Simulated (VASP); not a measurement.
# Be63C31 (a cell with a defect) in VASP: single point with PBEsol

Aim: the single point of Be63C31 (a cell with a defect) with PBEsol.

Everything below comes from runs of VASP 6.6.1. Logs are shortened: lines on timing, memory, paths and dates and some standing lists are left out, and cuts for length are marked.

## (1) The cell of the first run

The cell holds a defect, 94 atoms: a = 8.621 Å, b = 8.621 Å, c = 8.621 Å, α = 90.00°, β = 90.00°, γ = 90.00°.

## (2) Single point, PBEsol, collinear spin

INCAR reads:

```
SYSTEM = Be63C31
PREC = Accurate ; ENCUT = 520
EDIFF = 1E-6 ; ISMEAR = -1
SIGMA = 0.05 ; LREAL = Auto
LASPH = .True. ; NELM = 200
ALGO = Normal ; ISIF = 2
LWAVE = .False. ; LCHARG = .True.
ISPIN = 2 ; MAGMOM = 0 0 0 0 0 0 0 0 0 0 0 0 0.308 0 0 0 0 0 0 0 0 0.308 0 0 0 0 0.308 0 0 0 0.308 0.308 0 0 0 0 0 0 0 0 0.308 0 0.308 0 0 0 0 0 0 0.308 0.308 0 0 0 0 0 0 0 0 0.308 0 0 0 0 0 0 0 0 0 0 0 0 0 0.308 0 0 0 0 0 0 0 0.308 0 0 0 0 0 0 0 0 0 0 0 0.308
LORBIT = 11 ; GGA = PS
LELF = .True. ; LVHAR = .True.
NBANDS = 182 ; ISYM = 0
GGA_COMPAT = .False.
```

KPOINTS reads:

```
Automatic mesh
0
Gamma
  1 1 1
  0.25 0.25 0.25
```

POSCAR reads:

```
Be63C31
1.0
    8.6212760000      0.0000000000      0.0000000000
    0.0000000000      8.6212760000      0.0000000000
    0.0000000000      0.0000000000      8.6212760000
Be C
63 31
Direct
    0.3738950000      0.1252320000      0.1252770000
    0.3749170000      0.1187320000      0.6248510000
    0.3749440000      0.6248030000      0.1188700000
    0.8749010000      0.1251910000      0.1252550000
    0.8750090000      0.1252150000      0.6264640000
    0.8750400000      0.6264040000      0.1252780000
    0.8808110000      0.6250030000      0.6250410000
    0.1245340000      0.3747810000      0.1258820000
    0.1240000000      0.3766850000      0.6277890000
    0.1247370000      0.8754360000      0.1234840000
    0.1269540000      0.8729680000      0.6219880000
    0.6242070000      0.3755010000      0.1238940000
    0.6306410000      0.3683680000      0.6301750000
    0.6256770000      0.8755480000      0.1258060000
    0.6233760000      0.8757980000      0.6280790000
    0.1244650000      0.1258020000      0.3748280000
    0.1247970000      0.1232890000      0.8754650000
    0.1240550000      0.6277420000      0.3767540000
    0.1270280000      0.6218570000      0.8730210000
    0.6241810000      0.1238340000      0.3755670000
    0.6257330000      0.1257380000      0.8756470000
    0.6306880000      0.6300750000      0.3684200000
    0.6234390000      0.6279970000      0.8758530000
    0.1251440000      0.1253790000      0.1254310000
    0.1250780000      0.1242110000      0.6265750000
    0.1250730000      0.6265110000      0.1242960000
    0.1478900000      0.6241950000      0.6242570000
    0.6251970000      0.1256210000      0.1256900000
    0.6242400000      0.1228550000      0.6248560000
    0.6242180000      0.6247880000      0.1229070000
    0.6246390000      0.6332690000      0.6332680000
    0.3704470000      0.3699850000      0.3701280000
    0.3724970000      0.3763460000      0.8768220000
    0.3725050000      0.8767700000      0.3763990000
    0.3781620000      0.8730350000      0.8731930000
    0.8766640000      0.3755020000      0.3755410000
    0.8741500000      0.3746720000      0.8754680000
    0.8742080000      0.8754260000      0.3747190000
    0.8765660000      0.8752370000      0.8752880000
    0.3753600000      0.3764070000      0.1239930000
    0.3671120000      0.3744180000      0.6342390000
    0.3736740000      0.8751480000      0.1241010000
    0.3763700000      0.8535840000      0.6239190000
    0.8748330000      0.3751050000      0.1255530000
    0.8770100000      0.3765620000      0.6249700000
    0.8751610000      0.8752220000      0.1252490000
    0.8762230000      0.8752800000      0.6264600000
    0.3753670000      0.1239110000      0.3764080000
    0.3737240000      0.1240240000      0.8751610000
    0.3671790000      0.6342320000      0.3746570000
    0.3763780000      0.6238210000      0.8535470000
    0.8747900000      0.1254990000      0.3751980000
    0.8752070000      0.1251720000      0.8753050000
    0.8770470000      0.6248990000      0.3766010000
    0.8762310000      0.6263990000      0.8753630000
    0.1241110000      0.3766810000      0.3767550000
    0.1235590000      0.3725130000      0.8768270000
    0.1236950000      0.8766810000      0.3727680000
    0.1265840000      0.8735140000      0.8736850000
    0.6291440000      0.3720380000      0.3720670000
    0.6240170000      0.3767650000      0.8766710000
    0.6240780000      0.8766030000      0.3768330000
    0.6273430000      0.8766950000      0.8767360000
    0.9996400000      0.0007040000      0.0007650000
    0.9983600000      0.0017260000      0.4997410000
    0.9983840000      0.4996580000      0.0017750000
    0.0010800000      0.4998590000      0.4999330000
    0.5006800000      0.0019410000      0.0020090000
    0.5006190000      0.9993520000      0.4997350000
    0.5006130000      0.4996780000      0.9994280000
    0.2499880000      0.2493230000      0.0019360000
    0.2527250000      0.2521060000      0.5002980000
    0.2503230000      0.7499610000      0.9992970000
    0.2460940000      0.7543210000      0.4923680000
    0.7495010000      0.2507380000      0.0009040000
    0.7480470000      0.2522930000      0.5001900000
    0.7510370000      0.7502770000      0.0016280000
    0.7477390000      0.7473650000      0.5002270000
    0.2499870000      0.0018790000      0.2494000000
    0.2503290000      0.9991860000      0.7500370000
    0.2527670000      0.5002460000      0.2522350000
    0.2461960000      0.4923750000      0.7543180000
    0.7494980000      0.0008390000      0.2507990000
    0.7510260000      0.0015640000      0.7503350000
    0.7480830000      0.5001080000      0.2523390000
    0.7477080000      0.5001720000      0.7474300000
    0.9996890000      0.2507590000      0.2508180000
    0.9985320000      0.2493200000      0.7503320000
    0.9985420000      0.7502770000      0.2494000000
    0.0010590000      0.7498700000      0.7499420000
    0.5001600000      0.2528640000      0.2529430000
    0.4999200000      0.2517120000      0.7479660000
    0.4999410000      0.7478870000      0.2517990000
    0.5084590000      0.7543850000      0.7544280000
```

Potentials or basis: VASP PAW PBE potentials, release 64 (Be, C).

The run is started by

```bash
$ cat potpaw_PBE.64/Be/POTCAR potpaw_PBE.64/C/POTCAR > POTCAR
$ mpirun -np 1 vasp_std > vasp.out
```

OUTCAR:

```text
SYSTEM = Be63C31
   PREC = Accurate
   ENCUT = 520
   EDIFF = 1E-6
   ISMEAR = -1
   LREAL = Auto
   LASPH = .True.
   NELM = 200
   ISIF = 2
   ISPIN = 2
   LORBIT = 11
   GGA = PS
   ISYM = 0

 ion  position               nearest neighbor table
   1  0.374  0.125  0.125-  71 1.85  79 1.85  68 1.86  91 1.90  24 2.14  42 2.16  49 2.16  48 2.17
                            40 2.17  28 2.17
   2  0.375  0.119  0.625-  80 1.84  69 1.84  72 1.89  92 1.90  48 2.14  29 2.15  25 2.15  49 2.16
                            41 2.21  43 2.29
   3  0.375  0.625  0.119-  73 1.84  70 1.84  81 1.89  93 1.90  40 2.14  30 2.15  26 2.15  42 2.16
                            50 2.21  51 2.29
   4  0.875  0.125  0.125-  64 1.86  75 1.87  83 1.87  87 1.87  28 2.15  44 2.15  52 2.15  53 2.15
                            46 2.16  24 2.16
   5  0.875  0.125  0.626-  88 1.85  84 1.85  65 1.86  76 1.89  53 2.15  47 2.15  25 2.16  29 2.16
                            52 2.17  45 2.17
   6  0.875  0.626  0.125-  89 1.85  77 1.85  66 1.86  85 1.89  46 2.15  55 2.15  26 2.16  30 2.16
                            44 2.17  54 2.17
   7  0.881  0.625  0.625-  90 1.84  67 1.84  78 1.89  86 1.89  54 2.14  45 2.14  47 2.16  55 2.16
                            31 2.21  27 2.30
   8  0.125  0.375  0.126-  87 1.86  71 1.87  66 1.87  81 1.89  57 2.15  24 2.15  44 2.15  40 2.16
                            56 2.16  26 2.17
   9  0.124  0.377  0.628-  82 1.82  67 1.86  88 1.87  72 1.90  41 2.10  45 2.13  27 2.14  57 2.15
[... 165 lines left out ...]
  93  0.500  0.748  0.252-  22 1.82  50 1.84  30 1.87  62 1.88  14 1.89  34 1.90   3 1.90  42 1.90

  94  0.508  0.754  0.754-  31 1.78  15 1.81  23 1.81  63 1.81  51 1.81  43 1.81  35 1.83

IMPORTANT INFORMATION: All symmetrisations will be switched off!
NOSYMM: (Re-)initialisation of all symmetry stuff for point group C_1.

----------------------------------------------------------------------------------------

                                     Primitive cell

  volume of cell :     640.7884

  direct lattice vectors                    reciprocal lattice vectors
     8.621276000  0.000000000  0.000000000     0.115992111  0.000000000  0.000000000
     0.000000000  8.621276000  0.000000000     0.000000000  0.115992111  0.000000000
     0.000000000  0.000000000  8.621276000     0.000000000  0.000000000  0.115992111

  length of vectors
     8.621276000  8.621276000  8.621276000     0.115992111  0.115992111  0.115992111

  position of ions in fractional coordinates (direct lattice)
     0.373895000  0.125232000  0.125277000
     0.374917000  0.118732000  0.624851000
     0.374944000  0.624803000  0.118870000
     0.874901000  0.125191000  0.125255000
     0.875009000  0.125215000  0.626464000
     0.875040000  0.626404000  0.125278000
[... 86 lines left out ...]
     0.499941000  0.747887000  0.251799000
     0.508459000  0.754385000  0.754428000

  ion indices of the primitive-cell ions
   primitive index   ion index
                 1           1
                 2           2
                 3           3
                 4           4
                 5           5
                 6           6
[... 86 lines left out ...]
                93          93
                94          94

----------------------------------------------------------------------------------------

 KPOINTS: Automatic mesh

Automatic generation of k-mesh.
 Grid dimensions read from file:
 generate k-points for:    1    1    1

 Generating k-lattice:
[... 48 lines left out ...]
     AMIX_MAG =   1.60;   BMIX_MAG =  1.00
  volume/ion in A,a.u.               =       6.82        46.00
  Fermi-wavevector in a.u.,A,eV,Ry     =   1.196235  2.260557 19.469650  1.430979
  Thomas-Fermi vector in A             =   2.332181
   LORBIT       =     11    0 simple, 1 ext, 2 COOP (PROOUT), +10 PAW based schemes
   GGA     = PS    functional components
   LHFCALC =     F    Hartree Fock is set to
   AEXX    =    0.0000 exact exchange contribution
   IVDW    =     0    specifies the selected vdW correction
   LEPSILON=     F    determine dielectric tensor
   LRPA    =     F    only Hartree local field effects (RPA)
 spin polarized calculation
  energy-cutoff  :      520.00
  volume of cell :      640.79
 maximum number of plane-waves:     17254
   NGX = 33   NGY = 33   NGZ = 33

 number of electron     250.0000016 magnetization      -0.0010579

 number of electron     250.0000016 magnetization       0.0000835

 Free energy of the ion-electron system (eV)
  ---------------------------------------------------
  ext. energy  EPLUGINS =         0.00000000
  ---------------------------------------------------
  free energy    TOTEN  =      -572.36181546 eV

  energy without entropy =     -572.36181546  energy(sigma->0) =     -572.36181546

 E-fermi :   8.1195     XC(G=0): -11.4563

 val. band max:        7.0533939140   @ k =  -0.2500   0.2500   0.2500
 cond. band min:       9.1569663263   @ k =  -0.2500  -0.2500   0.2500
 fundamental gap:      2.1035724123
 Fermi energy:         8.1195166340

 spin component 1

 k-point     1 :       0.2500    0.2500    0.2500
  band No.  band energies     occupation
      1      -7.2342      1.00000
      2      -6.6248      1.00000
      3      -6.5903      1.00000
      4      -6.4955      1.00000
      5      -5.9879      1.00000
      6      -5.9526      1.00000
[... 549 lines left out ...]
    136      11.9164      0.00000
    137      11.9769      0.00000
 Fermi energy:         8.1195166340

 spin component 2

 k-point     1 :       0.2500    0.2500    0.2500
  band No.  band energies     occupation
      1      -7.2342      1.00000
      2      -6.6248      1.00000
      3      -6.5903      1.00000
      4      -6.4955      1.00000
      5      -5.9879      1.00000
      6      -5.9526      1.00000
[... 549 lines left out ...]
    136      11.9164      0.00000
    137      11.9769      0.00000
 [bands above 137 left out]

------------------------ aborting loop because EDIFF is reached ----------------------------------------

  FORCE on cell =-STRESS in cart. coord.  units (eV):
  Direction    XX          YY          ZZ          XY          YZ          ZX
  --------------------------------------------------------------------------------------
  -------------------------------------------------------------------------------------
  Total        1.0814664      1.3421139      1.3105149      1.0084563     -1.0170180      1.0130448
  in kB        2.7040141      3.3557170      3.2767091      2.5214655     -2.5428724      2.5329381
  external PRESSURE =       3.1121467 kB  Pullay stress =       0.0000000 kB

 VOLUME and BASIS-vectors are now :
 -----------------------------------------------------------------------------
  energy-cutoff  :      520.00
  volume of cell :      640.79
      direct lattice vectors                 reciprocal lattice vectors
     8.621276000  0.000000000  0.000000000     0.115992111  0.000000000  0.000000000
     0.000000000  8.621276000  0.000000000     0.000000000  0.115992111  0.000000000
     0.000000000  0.000000000  8.621276000     0.000000000  0.000000000  0.115992111

 POSITION                                       TOTAL-FORCE (eV/Angst)
 -----------------------------------------------------------------------------------
      3.22345      1.07966      1.08005         0.001983      0.008084      0.007144
      3.23226      1.02362      5.38701         0.039213      0.016995      0.026613
      3.23250      5.38660      1.02481         0.035959      0.027438      0.014314
      7.54276      1.07931      1.07986         0.016201      0.009557      0.010924
      7.54369      1.07951      5.40092         0.007193      0.009432     -0.000266
      7.54396      5.40040      1.08006         0.004376     -0.002459      0.008731
[... 86 lines left out ...]
      4.31013      6.44774      2.17083         0.014453     -0.017675      0.008744
      4.38357      6.50376      6.50413        -0.113768      0.010903      0.014537
 -----------------------------------------------------------------------------------
    total drift:                               -0.023758      0.032986      0.033642

  FREE ENERGIE OF THE ION-ELECTRON SYSTEM (eV)
  ---------------------------------------------------
  free  energy   TOTEN  =      -572.3618154613 eV

  energy  without entropy=     -572.3618154584  energy(sigma->0) =     -572.36181546

 total charge

# of ion       s       p       d       tot
------------------------------------------
    1        0.433   0.865   0.000   1.297
    2        0.429   0.852   0.000   1.280
    3        0.429   0.852   0.000   1.280
    4        0.432   0.863   0.000   1.295
    5        0.433   0.866   0.000   1.299
    6        0.433   0.866   0.000   1.299
[... 86 lines left out ...]
   93        0.804   1.680   0.000   2.485
   94        0.813   1.717   0.000   2.530
--------------------------------------------------
tot         52.134 106.498   0.000 158.632

 magnetization (x)

# of ion       s       p       d       tot
------------------------------------------
    1        0.000   0.000   0.000   0.000
    2       -0.000   0.000   0.000   0.000
    3       -0.000   0.000   0.000   0.000
    4        0.000  -0.000   0.000  -0.000
    5        0.000   0.000   0.000   0.000
    6        0.000   0.000   0.000   0.000
[... 86 lines left out ...]
   93        0.000  -0.000   0.000   0.000
   94       -0.000   0.000   0.000   0.000
--------------------------------------------------
tot          0.000   0.000   0.000   0.000
```

Run time: 17 min. Hardware: 1 thread of AMD EPYC 9R45 (Zen 5), shared host; peak memory 1.1 GiB.

What came out:

| Item | Value |
| --- | --- |
| Free energy | -572.3618 eV |
| Pressure | 0.3 GPa |
| Largest force | 0.115 eV/Å |
| Band gap on the k mesh | 2.10 eV |
| Net moment | 0.00 μB per cell |
| Valence electrons inside the program's atomic spheres | Be 1.30, 1.28, 1.29, 1.31, 1.32, 1.27, 1.22, 1.33 (each value once); C 2.50, 2.48, 2.49, 2.53 (each value once) |

Forces in eV/Å, atoms in the order of the input:
```
Be   0.002  0.008  0.007
Be   0.039  0.017  0.027
Be   0.036  0.027  0.014
Be   0.016  0.010  0.011
Be   0.007  0.009  0.000
Be   0.004 -0.002  0.009
Be   0.026  0.009  0.011
Be   0.013 -0.015  0.007
Be   0.011  0.016  0.023
Be   0.011  0.009  0.010
Be   0.009  0.023  0.006
Be   0.038  0.021  0.014
Be   0.028  0.065  0.003
Be  -0.004  0.012  0.011
Be   0.048  0.044 -0.019
Be   0.017  0.005 -0.014
Be   0.007  0.015  0.012
Be   0.006  0.018  0.013
Be   0.004  0.005  0.024
Be   0.040  0.014  0.022
Be  -0.008  0.011  0.009
Be   0.027  0.007  0.066
Be   0.041 -0.016  0.042
Be  -0.002 -0.009 -0.009
Be  -0.006 -0.011  0.002
Be  -0.003  0.003 -0.011
Be  -0.036 -0.024 -0.025
Be  -0.014 -0.012 -0.011
Be  -0.022 -0.002  0.003
Be  -0.019  0.003 -0.002
Be   0.007 -0.049 -0.043
Be   0.029 -0.005 -0.013
Be  -0.006  0.024 -0.008
Be  -0.002 -0.007  0.024
Be   0.004  0.013  0.008
Be   0.018  0.022  0.026
Be   0.022 -0.011  0.018
Be   0.021  0.017 -0.009
Be   0.017  0.012  0.013
Be  -0.004 -0.024 -0.025
Be  -0.023  0.040 -0.045
Be   0.015  0.001  0.000
Be  -0.006 -0.036  0.005
Be  -0.015  0.003 -0.011
Be  -0.011 -0.027 -0.019
Be  -0.011 -0.004 -0.006
Be  -0.018 -0.022  0.005
Be  -0.007 -0.026 -0.020
Be   0.013 -0.001  0.005
Be  -0.025 -0.054  0.031
Be   0.001  0.007 -0.030
Be  -0.014 -0.010  0.001
Be  -0.014 -0.004 -0.006
Be  -0.011 -0.018 -0.026
Be  -0.015  0.005 -0.024
Be  -0.025 -0.017 -0.018
Be   0.028  0.043 -0.034
Be   0.009 -0.020  0.023
Be  -0.006 -0.001 -0.006
Be  -0.055 -0.011 -0.006
Be  -0.034 -0.029 -0.007
Be  -0.038 -0.008 -0.029
Be   0.007 -0.009 -0.007
C   -0.007 -0.012 -0.008
C   -0.002  0.015 -0.006
C   -0.002 -0.003  0.016
C   -0.005 -0.017 -0.019
C   -0.012 -0.007 -0.006
C   -0.019 -0.010  0.008
C   -0.018  0.010 -0.012
C   -0.001 -0.009  0.001
C   -0.012  0.006  0.036
C   -0.003 -0.021 -0.008
C    0.008  0.046 -0.042
C    0.005  0.000 -0.008
C   -0.022  0.011 -0.006
C    0.005  0.000  0.017
C    0.034  0.021 -0.004
C   -0.002  0.002 -0.009
C   -0.004 -0.010 -0.021
C   -0.014  0.033  0.005
C   -0.012 -0.066  0.050
C    0.006 -0.007  0.001
C    0.007  0.016  0.001
C   -0.025 -0.004  0.011
C    0.036 -0.005  0.020
C   -0.025  0.002  0.002
C    0.000 -0.007  0.009
C    0.000  0.006 -0.006
C   -0.012 -0.011 -0.011
C    0.013 -0.033 -0.036
C    0.017  0.008 -0.020
C    0.014 -0.018  0.009
C   -0.114  0.011  0.015
```

Stress tensor (GPa, compression positive):
```
 0.27  0.25  0.25
 0.25  0.34 -0.25
 0.25 -0.25  0.33
```

Caveat: the PAW data sets were made with another functional, which shifts forces and pressure a little.
